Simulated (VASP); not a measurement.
# InP (I4mm) in VASP: a series of runs

The runs below take InP through single point, with PBE.

All numbers are computed with VASP 6.6.1; they aren't measurements. Logs are shortened: lines on timing, memory, paths and dates and some standing lists are left out, and cuts for length are marked.

## Step 1: The cell of the first run

It takes space group I4mm (No. 107, tetragonal). The conventional cell has a = 3.918 Å, b = 3.918 Å, c = 5.799 Å, α = 90.00°, β = 90.00°, γ = 90.00°. In (site symmetry 4mm) has 6 P at 2.71 to 3.09 Å within 3.6 Å. Within 3.6 Å of P (site symmetry 4mm) lie 6 In at 2.71 to 3.09 Å.

## Step 2: Single point, PBE (mode 4 frozen in at -0.141 Å, normal strain along x +0.0467)

File INCAR:

```
SYSTEM = InP
  PREC = Accurate
  ENCUT = 520
  EDIFF = 1E-6
  ISMEAR = 0
  SIGMA = 0.15
  LREAL = .FALSE.
  LASPH = .TRUE.
  NELM = 60
  ALGO = Normal
  ISIF = 2
  LWAVE = .FALSE.
  LCHARG = .FALSE.
  GGA = PE
  NBANDS = 16
```

File KPOINTS:

```
Automatic mesh
0
G
  14 14 14
  0 0 0
```

File POSCAR:

```
InP
1.0
    0.0000000000      2.7701982124      2.7701982124
    2.8995664689      0.0000000000      2.7701982124
    2.8995664689      2.7701982124      0.0000000000
In P
1 1
Direct
   -0.0068507361      0.0068507361      0.0068507361
    0.5253952947      0.4746047053      0.4746047053
```

Potentials or basis: VASP PAW PBE potentials, release 64 (In_d, P).

Command:

```
> cat potpaw_PBE.64/In_d/POTCAR potpaw_PBE.64/P/POTCAR > POTCAR
> mpirun -np 1 vasp_std > vasp.out
```

OUTCAR:

```text
SYSTEM = InP
   PREC = Accurate
   ENCUT = 520
   EDIFF = 1E-6
   ISMEAR = 0
   LREAL = .FALSE.
   LASPH = .TRUE.
   NELM = 60
   ISIF = 2
   GGA = PE

 ion  position               nearest neighbor table
   1  0.993  0.007  0.007-   2 2.71   2 2.78   2 2.78   2 2.78   2 2.78   2 3.09
   2  0.525  0.475  0.475-   1 2.71   1 2.78   1 2.78   1 2.78   1 2.78   1 3.09

  LATTYP: Found a body centered tetragonal cell.
 ALAT       =     3.9176518824
 C/A-ratio  =     1.4802573357

  Lattice vectors:

 A1 = (   2.8995664689,   0.0000000000,   2.7701982124)
 A2 = (   2.8995664689,   0.0000000000,  -2.7701982124)
 A3 = (  -2.8995664689,   2.7701982124,   0.0000000000)

Analysis of symmetry for initial positions (statically):
=====================================================================
 Subroutine PRICEL returns:
 Original cell was already a primitive cell.

 Routine SETGRP: Setting up the symmetry group for a
 body centered tetragonal supercell.

 Subroutine GETGRP returns: Found  8 space group operations
 (whereof  8 operations were pure point group operations)
 out of a pool of 16 trial point group operations.

The static configuration has the point symmetry C_4v.

Analysis of symmetry for dynamics (positions and initial velocities):
=====================================================================
 Subroutine PRICEL returns:
 Original cell was already a primitive cell.

 Routine SETGRP: Setting up the symmetry group for a
 body centered tetragonal supercell.

 Subroutine GETGRP returns: Found  8 space group operations
 (whereof  8 operations were pure point group operations)
 out of a pool of 16 trial point group operations.

The dynamic configuration has the point symmetry C_4v.

 Subroutine INISYM returns: Found  8 space group operations
 (whereof  8 operations are pure point group operations),
 and found     1 'primitive' translations

----------------------------------------------------------------------------------------

                                     Primitive cell

  volume of cell :      44.5025

  direct lattice vectors                    reciprocal lattice vectors
     0.000000000  2.770198212  2.770198212    -0.172439572  0.180492500  0.180492500
     2.899566469  0.000000000  2.770198212     0.172439572 -0.180492500  0.180492500
     2.899566469  2.770198212  0.000000000     0.172439572  0.180492500 -0.180492500

  length of vectors
[... 77 lines left out ...]
   LNONCOLLINEAR =      F non collinear calculations
   LSORBIT =      F    spin-orbit coupling
   LASPH  =      T    aspherical Exc in radial PAW
   ENCUT  =  520.0 eV  38.22 Ry    6.18 a.u.   7.28  7.46  7.46*2*pi/ulx,y,z
   NELM   =     60;   NELMIN=  2; NELMDL= -5     # of ELM steps
   EDIFF  = 0.1E-05   stopping-criterion for ELM
   LREAL  =      F    real-space projection
   EDIFFG = 0.1E-04   stopping-criterion for IOM
   NSW    =      0    number of steps for IOM
   IBRION =     -1    ionic relax: 0-MD 1-quasi-New 2-CG
   NFREE  =      0    steps in history (QN), initial steepest desc. (CG)
   ISIF   =      2    stress and relaxation
   ISYM   =      2    0-nonsym 1-usesym 2-fastsym
   POTIM  = 0.5000    time-step for ionic-motion
   TEBEG  =    0.0;   TEEND  =   0.0 temperature during run
   PSTRESS=    0.0 pullay stress
   NELECT =      18.0000    total number of electrons
   NUPDOWN=      -1.0000    fix difference up-down
   EMIN   =  10.00;   EMAX   =-10.00  energy-range for DOS
   EFERMI =   0.00;   METHOD = LEGACY
   ISMEAR =     0;   SIGMA  =   0.15  broadening in eV -4-tet -1-fermi 0-gaus
   EFERMI_NEDOS =   21; number of points for ismear=-14 and -15
   IALGO  =     38    algorithm
   IMIX   =      4    mixing-type and parameters
     AMIX     =   0.40;   BMIX     =  1.00
     AMIX_MAG =   1.60;   BMIX_MAG =  1.00
  volume/ion in A,a.u.               =      22.25       150.16
  Fermi-wavevector in a.u.,A,eV,Ry     =   1.210702  2.287896 19.943425  1.465800
  Thomas-Fermi vector in A             =   2.346241
   LORBIT       =      0    0 simple, 1 ext, 2 COOP (PROOUT), +10 PAW based schemes
   GGA     = PE    functional components
   LHFCALC =     F    Hartree Fock is set to
   AEXX    =    0.0000 exact exchange contribution
   IVDW    =     0    specifies the selected vdW correction
   LEPSILON=     F    determine dielectric tensor
   LRPA    =     F    only Hartree local field effects (RPA)
 non-spin polarized calculation
 Gauss-broadening in eV      SIGMA  =   0.15
  energy-cutoff  :      520.00
  volume of cell :       44.50
 maximum number of plane-waves:      1220
 NGX is ok and might be reduce to    30
   NGX = 15   NGY = 15   NGZ = 15

 number of electron      18.0000005 magnetization

 Free energy of the ion-electron system (eV)
  ---------------------------------------------------
  ext. energy  EPLUGINS =         0.00000000
  ---------------------------------------------------
  free energy    TOTEN  =        -7.88786307 eV

  energy without entropy =       -7.87392601  energy(sigma->0) =       -7.88089454

 E-fermi :   6.4428     XC(G=0): -10.1705

 val. band max:        6.4408604982   @ k =   0.0000   0.0000   0.0000
 cond. band min:       6.4490296447   @ k =   0.0000   0.2857   0.2857
 fundamental gap:      0.0081691465
 Fermi energy:         6.4428389151

 k-point     1 :       0.0000    0.0000    0.0000
  band No.  band energies     occupation
      1      -7.7113      2.00000
      2      -7.6946      2.00000
      3      -7.6903      2.00000
      4      -7.6754      2.00000
      5      -7.6754      2.00000
      6      -5.2198      2.00000
[... 433 lines left out ...]
      3      -7.6873      2.00000
      4      -7.6464      2.00000
      5      -7.6353      2.00000
      6      -4.3224      2.00000
[... 8 lines left out ...]
     15      16.3692      0.00000
     16      16.7014      0.00000

 [... further k-points ...]
[... 5 lines left out ...]
  --------------------------------------------------------------------------------------
  -------------------------------------------------------------------------------------
  Total       -0.7149165     -0.5850698     -0.5850698      0.0000000      0.0000000     -0.0000000
  in kB      -25.7383777    -21.0636455    -21.0636455      0.0000000      0.0000000     -0.0000000
  external PRESSURE =     -22.6218895 kB  Pullay stress =       0.0000000 kB

 VOLUME and BASIS-vectors are now :
 -----------------------------------------------------------------------------
  energy-cutoff  :      520.00
  volume of cell :       44.50
      direct lattice vectors                 reciprocal lattice vectors
     0.000000000  2.770198212  2.770198212    -0.172439572  0.180492500  0.180492500
     2.899566469  0.000000000  2.770198212     0.172439572 -0.180492500  0.180492500
     2.899566469  2.770198212  0.000000000     0.172439572  0.180492500 -0.180492500

 POSITION                                       TOTAL-FORCE (eV/Angst)
 -----------------------------------------------------------------------------------
      0.03973      2.77020      2.77020        -0.037118      0.000000      0.000000
      2.75230      2.77020      2.77020         0.037118      0.000000      0.000000
 -----------------------------------------------------------------------------------
    total drift:                                0.000780      0.000000      0.000000

  FREE ENERGIE OF THE ION-ELECTRON SYSTEM (eV)
  ---------------------------------------------------
  free  energy   TOTEN  =        -7.8878630710 eV

  energy  without entropy=       -7.8739260070  energy(sigma->0) =       -7.88089454
```

Run time: 69 s. Hardware: 1 thread of Intel Xeon 6975P-C (Granite Rapids), shared host; peak memory 0.29 GiB.

Results:

| Item | Value |
| --- | --- |
| Free energy | -7.8879 eV |
| Pressure | -2.3 GPa |
| Largest force | 0.037 eV/Å |
| Band gap on the k mesh | zero (band 9 reaches 6.81 eV, above the bottom of band 10 at 4.41 eV) |

Forces on the atoms (eV/Å):
```
In  -0.037  0.000  0.000
P    0.037  0.000  0.000
```

Stress tensor (GPa, compression positive):
```
-2.57  0.00  0.00
 0.00 -2.11  0.00
 0.00  0.00 -2.11
```

Caveat: the cell differs from its parent crystal (mode 4 frozen in at -0.141 Å, normal strain along x +0.0467); spin-orbit coupling is left out, which moves the levels of the heavy elements.

## Step 3: Single point, PBE (mode 4 frozen in at -0.281 Å, normal strain along x +0.0467)

File INCAR:

```
ALGO = Normal
EDIFF = 1E-6
ENCUT = 520
GGA = PE
ISIF = 2
ISMEAR = 0
LASPH = T
LCHARG = F
LREAL = F
LWAVE = F
NBANDS = 16
NELM = 100
PREC = Accurate
SIGMA = 0.15
```

File KPOINTS:

```
k-points
0
Gamma
  14 14 14
```

File POSCAR:

```
InP
1.0
    0.0000000000      2.7701982124      2.7701982124
    2.8995664689      0.0000000000      2.7701982124
    2.8995664689      2.7701982124      0.0000000000
In P
1 1
Direct
   -0.0136966031      0.0136966031      0.0136966031
    0.5507725402      0.4492274598      0.4492274598
```

Potentials or basis: VASP PAW PBE potentials, release 64 (In_d, P).

Command:

```
> cat potpaw_PBE.64/In_d/POTCAR potpaw_PBE.64/P/POTCAR > POTCAR
> mpirun -np 1 vasp_std > vasp.out
```

Run time: 69 s. Hardware: 1 thread of Intel Xeon 6975P-C (Granite Rapids), shared host; peak memory 0.29 GiB.

The run converged. Its results:

```yaml
Free_energy: -7.8441 eV
Pressure: -0.4 GPa
Largest_force: 0.557 eV/Å
Band_gap_on_the_k_mesh: zero (band 9 reaches 6.82 eV, above the bottom of band 10 at 4.77 eV)
```

Forces in eV/Å, atoms in the order of the input:
```
In  -0.557  0.000  0.000
P    0.557  0.000  0.000
```

Stress tensor (GPa, compression positive):
```
 5.27  0.00  0.00
 0.00 -3.18  0.00
 0.00  0.00 -3.18
```

Levels at points of the mesh, in eV from the Fermi level:
```tsv
k point	band 7	band 8	band 9	band 10	band 11	band 12
(0.00, 0.00, 0.00)	-0.16	-0.16	-0.08	0.29	6.46	6.46
(0.50, 0.00, 0.00)	-6.30	-0.32	0.23	2.54	3.77	3.88
(0.50, 0.50, 0.00)	-4.59	-2.82	-2.24	-1.65	3.52	9.32
(0.00, 0.50, 0.50)	-5.16	-2.00	-2.00	-1.65	4.13	9.79
```

Caveat: the cell differs from its parent crystal (mode 4 frozen in at -0.281 Å, normal strain along x +0.0467); spin-orbit coupling is left out, which moves the levels of the heavy elements.
